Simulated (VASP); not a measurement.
# Ta (Im-3m) in VASP: further runs

Ta is run at these levels: PBEsol; tasks: single point.

Program: VASP 6.6.1. These are calculated values, not measurements. Logs are shortened: lines on timing, memory, paths and dates and some standing lists are left out, and cuts for length are marked.

## 1. The cell of the first run

The structure is cubic, space group Im-3m (No. 229). The conventional cell has a = 3.282 Å, b = 3.282 Å, c = 3.282 Å, α = 90.00°, β = 90.00°, γ = 90.00°. Ta (site symmetry m-3m) has 14 Ta at 2.84 to 3.28 Å within 3.7 Å.

## 2. Single point, PBEsol

Contents of INCAR:

```
PREC = Accurate
ENCUT = 520
EDIFF = 1E-6
ISMEAR = -1
SIGMA = 0.05
LREAL = F
LASPH = T
NELM = 100
ALGO = Normal
ISIF = 2
LWAVE = F
LCHARG = F
GGA = PS
NBANDS = 24
```

Contents of KPOINTS:

```
regular mesh
0
Gamma
  9 9 13
```

Contents of POSCAR:

```
Ta
1.0
    0.0000000000      3.2820482161     -3.2820482161
   -3.2820482161      0.0000000000      3.2820482161
    1.6410241081      1.6410241081      1.6410241081
Ta
3
Direct
    0.0000000000      0.0000000000      0.0000000000
    0.3333333330      0.6666666670      0.3333333330
    0.6666666670      0.3333333330      0.6666666670
```

Potentials or basis: VASP PAW PBE potentials, release 64 (Ta_pv).

Started as:

```console
$ cat potpaw_PBE.64/Ta_pv/POTCAR > POTCAR
$ mpirun -np 1 vasp_std > vasp.out
```

OUTCAR:

```text
PREC = Accurate
   ENCUT = 520
   EDIFF = 1E-6
   ISMEAR = -1
   LREAL = F
   LASPH = T
   NELM = 100
   ISIF = 2
   GGA = PS

 ion  position               nearest neighbor table
   1  0.000  0.000  0.000-   2 2.84   3 2.84   3 2.84   2 2.84   3 2.84   2 2.84   3 3.28   2 3.28
                             3 3.28   3 3.28   2 3.28   2 3.28
   2  0.333  0.667  0.333-   1 2.84   3 2.84   3 2.84   1 2.84   1 2.84   3 2.84   3 3.28   3 3.28
                             1 3.28   1 3.28   1 3.28   3 3.28
   3  0.667  0.333  0.667-   1 2.84   2 2.84   2 2.84   1 2.84   1 2.84   2 2.84   2 3.28   2 3.28
                             1 3.28   1 3.28   1 3.28   2 3.28

  LATTYP: Found a hexagonal cell.
 ALAT       =     4.6415170996
 C/A-ratio  =     0.6123724357

  Lattice vectors:

 A1 = (   0.0000000000,   3.2820482161,  -3.2820482161)
 A2 = (  -3.2820482161,   0.0000000000,   3.2820482161)
 A3 = (   1.6410241081,   1.6410241081,   1.6410241081)

Analysis of symmetry for initial positions (statically):
=====================================================================
 Subroutine PRICEL returns following result:

  LATTYP: Found a body centered cubic cell.
 ALAT       =     3.2820482139

  Lattice vectors:

 A1 = (  -1.6410241113,   1.6410241048,  -1.6410241048)
 A2 = (  -1.6410241064,  -1.6410241064,   1.6410241064)
 A3 = (   1.6410241081,   1.6410241081,   1.6410241081)

   3 primitive cells build up your supercell.

 Routine SETGRP: Setting up the symmetry group for a
 hexagonal supercell.

 Subroutine GETGRP returns: Found 12 space group operations
 (whereof 12 operations were pure point group operations)
 out of a pool of 24 trial point group operations.

The static configuration has the point symmetry D_3d.

Analysis of symmetry for dynamics (positions and initial velocities):
=====================================================================
 Subroutine PRICEL returns following result:

  LATTYP: Found a body centered cubic cell.
 ALAT       =     3.2820482139

  Lattice vectors:

 A1 = (  -1.6410241113,   1.6410241048,  -1.6410241048)
 A2 = (  -1.6410241064,  -1.6410241064,   1.6410241064)
 A3 = (   1.6410241081,   1.6410241081,   1.6410241081)

   3 primitive cells build up your supercell.

 Routine SETGRP: Setting up the symmetry group for a
 hexagonal supercell.

 Subroutine GETGRP returns: Found 12 space group operations
 (whereof 12 operations were pure point group operations)
 out of a pool of 24 trial point group operations.

The dynamic configuration has the point symmetry D_3d.

 Subroutine INISYM returns: Found 12 space group operations
 (whereof 12 operations are pure point group operations),
 and found     3 'primitive' translations

----------------------------------------------------------------------------------------

                                     Primitive cell

  volume of cell :      17.6768

  direct lattice vectors                    reciprocal lattice vectors
    -1.641024111  1.641024105 -1.641024105    -0.304687785  0.304687785  0.000000000
    -1.641024106 -1.641024106  1.641024106    -0.304687784 -0.000000001  0.304687785
     1.641024108  1.641024108  1.641024108    -0.000000000  0.304687785  0.304687785

  length of vectors
     2.842337130  2.842337129  2.842337132     0.430893597  0.430893597  0.430893597

  position of ions in fractional coordinates (direct lattice)
     0.000000000  0.000000000  0.000000000

  ion indices of the primitive-cell ions
   primitive index   ion index
                 1           1

----------------------------------------------------------------------------------------

 KPOINTS: regular mesh

Automatic generation of k-mesh.
 Grid dimensions read from file:
 generate k-points for:    9    9   13

 Generating k-lattice:

  Cartesian coordinates                     Fractional coordinates (reciprocal lattice)
    -0.011284733  0.022569466 -0.011284733     0.111111111  0.000000000  0.000000000
    -0.022569466  0.011284733  0.011284733     0.000000000  0.111111111  0.000000000
     0.015625015  0.015625015  0.015625015     0.000000000  0.000000000  0.076923077

  Length of vectors
     0.027641837  0.027641837  0.027063319

  Shift w.r.t. Gamma in fractional coordinates (k-lattice)
     0.000000000  0.000000000  0.000000000

 Subroutine IBZKPT returns following result:
 ===========================================

 Found    126 irreducible k-points:

 Following reciprocal coordinates:
            Coordinates               Weight
  0.000000  0.000000  0.000000      1.000000
  0.111111  0.000000  0.000000      6.000000
  0.222222  0.000000  0.000000      6.000000
  0.333333  0.000000  0.000000      6.000000
  0.444444  0.000000  0.000000      6.000000
  0.111111  0.111111  0.000000      6.000000
[... 16 lines left out ...]
  0.222222  0.111111  0.076923     12.000000
 -0.111111  0.333333  0.076923     12.000000
 [... further k-points ...]
   k-points           NKPTS =    126   k-points in BZ     NKDIM =    126   number of bands    NBANDS=     24
   number of dos      NEDOS =    301   number of ions     NIONS =      3
   total plane-waves  NPLWV =  31104
   dimension x,y,z NGX =    36 NGY =   36 NGZ =   24
   dimension x,y,z NGXF=    72 NGYF=   72 NGZF=   48
   ions per type =               3
   NGX,Y,Z   is equivalent  to a cutoff of  12.89, 12.89, 14.04 a.u.
   NGXF,Y,Z  is equivalent  to a cutoff of  25.79, 25.79, 28.07 a.u.
 SYSTEM =  unknown system
   PREC   = accura    normal or accurate (medium, high low for compatibility)
   ISTART =      0    job   : 0-new  1-cont  2-samecut
   ICHARG =      2    charge: 1-file 2-atom 10-const
   ISPIN  =      1    spin polarized calculation?
   LNONCOLLINEAR =      F non collinear calculations
   LSORBIT =      F    spin-orbit coupling
   LASPH  =      T    aspherical Exc in radial PAW
   ENCUT  =  520.0 eV  38.22 Ry    6.18 a.u.   8.63  8.63  5.28*2*pi/ulx,y,z
   NELM   =    100;   NELMIN=  2; NELMDL= -5     # of ELM steps
   EDIFF  = 0.1E-05   stopping-criterion for ELM
   LREAL  =      F    real-space projection
   EDIFFG = 0.1E-04   stopping-criterion for IOM
   NSW    =      0    number of steps for IOM
   IBRION =     -1    ionic relax: 0-MD 1-quasi-New 2-CG
   NFREE  =      0    steps in history (QN), initial steepest desc. (CG)
   ISIF   =      2    stress and relaxation
   ISYM   =      2    0-nonsym 1-usesym 2-fastsym
   POTIM  = 0.5000    time-step for ionic-motion
   TEBEG  =    0.0;   TEEND  =   0.0 temperature during run
   PSTRESS=    0.0 pullay stress
   NELECT =      33.0000    total number of electrons
   NUPDOWN=      -1.0000    fix difference up-down
   EMIN   =  10.00;   EMAX   =-10.00  energy-range for DOS
   EFERMI =   0.00;   METHOD = LEGACY
   ISMEAR =    -1;   SIGMA  =   0.05  broadening in eV -4-tet -1-fermi 0-gaus
   EFERMI_NEDOS =   21; number of points for ismear=-14 and -15
   IALGO  =     38    algorithm
   IMIX   =      4    mixing-type and parameters
     AMIX     =   0.40;   BMIX     =  1.00
     AMIX_MAG =   1.60;   BMIX_MAG =  1.00
  volume/ion in A,a.u.               =      17.68       119.29
  Fermi-wavevector in a.u.,A,eV,Ry     =   1.397668  2.641210 26.578662  1.953477
  Thomas-Fermi vector in A             =   2.520902
   LORBIT       =      0    0 simple, 1 ext, 2 COOP (PROOUT), +10 PAW based schemes
   GGA     = PS    functional components
   LHFCALC =     F    Hartree Fock is set to
   AEXX    =    0.0000 exact exchange contribution
   IVDW    =     0    specifies the selected vdW correction
   LEPSILON=     F    determine dielectric tensor
   LRPA    =     F    only Hartree local field effects (RPA)
 non-spin polarized calculation
  energy-cutoff  :      520.00
  volume of cell :       53.03
 maximum number of plane-waves:      1447
 NGX is ok and might be reduce to    36
   NGX = 17   NGY = 17   NGZ = 11

 number of electron      33.0000000 magnetization

 Free energy of the ion-electron system (eV)
  ---------------------------------------------------
  ext. energy  EPLUGINS =         0.00000000
  ---------------------------------------------------
  free energy    TOTEN  =       -37.67107151 eV

  energy without entropy =      -37.63967621  energy(sigma->0) =      -37.65537386

 E-fermi :   5.4515     XC(G=0): -12.8249

 val. band max:        5.4514499046   @ k =  -0.1111   0.3333   0.1538
 cond. band min:       5.4517867756   @ k =   0.0000   0.2222   0.1538
 fundamental gap:      0.0003368710
 Fermi energy:         5.4514640707

 k-point     1 :       0.0000    0.0000    0.0000
  band No.  band energies     occupation
      1     -28.3521      2.00000
      2     -28.3521      2.00000
      3     -28.3521      2.00000
      4     -28.3521      2.00000
      5     -27.6387      2.00000
      6     -27.6387      2.00000
[... 16 lines left out ...]
     23      10.0990      0.00000
     24      10.0990      0.00000

 k-point     2 :       0.1111    0.0000    0.0000
  band No.  band energies     occupation
      1     -28.4898      2.00000
      2     -28.4698      2.00000
      3     -28.2014      2.00000
      4     -28.1915      2.00000
      5     -27.6324      2.00000
      6     -27.6301      2.00000
[... 16 lines left out ...]
     23       9.6566      0.00000
     24      10.3245      0.00000

 k-point     3 :       0.2222    0.0000    0.0000
  band No.  band energies     occupation
      1     -28.6040      2.00000
      2     -28.5126      2.00000
      3     -28.0488      2.00000
      4     -28.0360      2.00000
      5     -27.6887      2.00000
      6     -27.6166      2.00000
[... 16 lines left out ...]
     23       9.6037      0.00000
     24      10.3621      0.00000

 k-point     4 :       0.3333    0.0000    0.0000
  band No.  band energies     occupation
      1     -28.6857      2.00000
      2     -28.4659      2.00000
      3     -27.9320      2.00000
      4     -27.9044      2.00000
      5     -27.9040      2.00000
      6     -27.5944      2.00000
[... 16 lines left out ...]
     23       9.7983      0.00000
     24      10.4106      0.00000

 k-point     5 :       0.4444    0.0000    0.0000
  band No.  band energies     occupation
      1     -28.7282      2.00000
      2     -28.3332      2.00000
      3     -28.1343      2.00000
      4     -27.8879      2.00000
      5     -27.7752      2.00000
      6     -27.6676      2.00000
[... 16 lines left out ...]
     23      10.0830      0.00000
     24      10.3174      0.00000

 k-point     6 :       0.1111    0.1111    0.0000
  band No.  band energies     occupation
      1     -28.5440      2.00000
      2     -28.5440      2.00000
      3     -28.0808      2.00000
      4     -28.0808      2.00000
      5     -27.6380      2.00000
      6     -27.6155      2.00000
[... 16 lines left out ...]
     23       9.5370      0.00000
     24      10.5088      0.00000
[... 379 lines left out ...]
 k-point    21 :       0.0000    0.4444    0.0769
  band No.  band energies     occupation
      1     -28.7063      2.00000
      2     -28.2965      2.00000
      3     -28.1844      2.00000
      4     -27.9073      2.00000
      5     -27.8285      2.00000
      6     -27.6217      2.00000
[... 16 lines left out ...]
     23       9.7768      0.00000
     24       9.9724      0.00000

 k-point    22 :       0.1111    0.1111    0.0769
  band No.  band energies     occupation
      1     -28.5508      2.00000
      2     -28.5109      2.00000
      3     -28.1174      2.00000
      4     -28.0382      2.00000
      5     -27.6719      2.00000
      6     -27.6697      2.00000
[... 16 lines left out ...]
     23       9.8981      0.00000
     24      10.5096      0.00000

 k-point    23 :       0.2222    0.1111    0.0769
  band No.  band energies     occupation
      1     -28.6237      2.00000
      2     -28.5226      2.00000
      3     -27.9841      2.00000
      4     -27.9150      2.00000
      5     -27.8202      2.00000
      6     -27.6347      2.00000
[... 16 lines left out ...]
     23      10.0439      0.00000
     24      10.4017      0.00000

 k-point    24 :      -0.1111    0.3333    0.0769
  band No.  band energies     occupation
      1     -28.5967      2.00000
      2     -28.5249      2.00000
      3     -27.9945      2.00000
      4     -27.9481      2.00000
      5     -27.8698      2.00000
      6     -27.6347      2.00000
[... 16 lines left out ...]
     23       9.7511      0.00000
     24      10.4747      0.00000

 [... further k-points ...]

------------------------ aborting loop because EDIFF is reached ----------------------------------------

  FORCE on cell =-STRESS in cart. coord.  units (eV):
  Direction    XX          YY          ZZ          XY          YZ          ZX
  --------------------------------------------------------------------------------------
  -------------------------------------------------------------------------------------
  Total        0.0433207      0.0433207      0.0433207      0.0038109      0.0038109      0.0038109
  in kB        1.3088200      1.3088200      1.3088200      0.1151366      0.1151366      0.1151366
  external PRESSURE =       1.3088200 kB  Pullay stress =       0.0000000 kB

 VOLUME and BASIS-vectors are now :
 -----------------------------------------------------------------------------
  energy-cutoff  :      520.00
  volume of cell :       53.03
      direct lattice vectors                 reciprocal lattice vectors
     0.000000000  3.282048216 -3.282048216    -0.101562595  0.203125190 -0.101562595
    -3.282048216  0.000000000  3.282048216    -0.203125190  0.101562595  0.101562595
     1.641024108  1.641024108  1.641024108     0.203125190  0.203125190  0.203125190

 POSITION                                       TOTAL-FORCE (eV/Angst)
 -----------------------------------------------------------------------------------
      0.00000      0.00000      0.00000        -0.000000      0.000000     -0.000000
     -1.64102      1.64102      1.64102        -0.000000     -0.000000     -0.000000
      0.00000      3.28205     -0.00000         0.000000      0.000000      0.000000
 -----------------------------------------------------------------------------------
    total drift:                               -0.000000     -0.000000      0.000000

  FREE ENERGIE OF THE ION-ELECTRON SYSTEM (eV)
  ---------------------------------------------------
  free  energy   TOTEN  =       -37.6710715074 eV

  energy  without entropy=      -37.6396762137  energy(sigma->0) =      -37.65537386
```

It took 84 s on 1 thread of Intel Xeon Platinum 8259CL at 2.50GHz (Skylake/Cascade Lake), shared host; peak memory 0.26 GiB.

What came out:

```yaml
Free_energy: -37.6711 eV
Pressure: 0.1 GPa
Band_gap_on_the_k_mesh: zero (an odd number of electrons rules out a gap without spin polarisation)
```

Caveat: the PAW data sets were made with another functional, which shifts forces and pressure a little; spin-orbit coupling is left out, which moves the levels of the heavy elements.

## 3. Single point, PBEsol

Contents of INCAR:

```
SYSTEM = Ta
PREC = Accurate
ENCUT = 520
EDIFF = 1E-6
ISMEAR = -1
SIGMA = 0.05
LREAL = .FALSE.
LASPH = .TRUE.
NELM = 60
ALGO = Normal
ISIF = 2
LWAVE = .FALSE.
LCHARG = .FALSE.
GGA = PS
NBANDS = 24
```

Contents of KPOINTS:

```
Automatic mesh
0
G
  9 9 13
  0 0 0
```

POSCAR is that of step 2.

Potentials or basis: VASP PAW PBE potentials, release 64 (Ta_pv).

Started as:

```console
$ cat potpaw_PBE.64/Ta_pv/POTCAR > POTCAR
$ mpirun -np 1 vasp_std > vasp.out
```

Wall time 83 s (1 thread of Intel Xeon Platinum 8259CL at 2.50GHz (Skylake/Cascade Lake), shared host); peak memory 0.26 GiB.

It converged, with:

```yaml
Free_energy: -37.6711 eV
Pressure: 0.1 GPa
Band_gap_on_the_k_mesh: zero (an odd number of electrons rules out a gap without spin polarisation)
```

Levels at points of the mesh, in eV from the Fermi level:
```csv
k point,band 12,band 13,band 14,band 15,band 16,band 17,band 18,band 19,band 20,band 21
"(0.00, 0.00, 0.00)",-2.50,-1.01,-1.01,-1.01,-1.01,0.74,0.74,0.74,4.08,4.08
```

Caveat: the PAW data sets were made with another functional, which shifts forces and pressure a little; spin-orbit coupling is left out, which moves the levels of the heavy elements.
